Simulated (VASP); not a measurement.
**Si: single point with PBEsol**

The system is Si.

```
Si
1.0
    -1.52742    1.52742    1.52742
     1.52742   -1.52742    1.52742
     1.52742    1.52742   -1.52742
Si
1
Direct
  0.00000 0.00000 0.00000
```

- Program: VASP 6.6.1
- Task: single point
- Functional: PBEsol
- Potentials or basis: VASP PAW PBE potentials, release 64 (Si)
- Cutoff: 520 eV
- k mesh: 15 × 15 × 15
- Occupations: fermi-dirac, width 0.136057 eV
- Spin: no spin polarisation
- Dipole correction: no
- Further INCAR settings: ALGO = Normal; EDIFF = 1e-06; NBANDS = 8

```json
{
 "Pressure": "0.3 GPa",
 "Band gap on the k mesh": "zero (band 2 reaches 21.91 eV, above the bottom of band 3 at 5.99 eV)"
}
```

Levels at points of the mesh, in eV from the Fermi level:
```
           k point  band 1  band 2  band 3  band 4  band 5  band 6
(0.00, 0.00, 0.00)  -14.44   11.74   11.74   11.74   12.68   12.68
```

It took 6.5 s on 1 thread of Intel(R) Xeon(R) Platinum 8259CL CPU @ 2.50GHz (Skylake/Cascade Lake) (shared host), peak memory 0.12 GiB.

Caveat: the PAW data sets were made with another functional, which shifts forces and pressure a little.
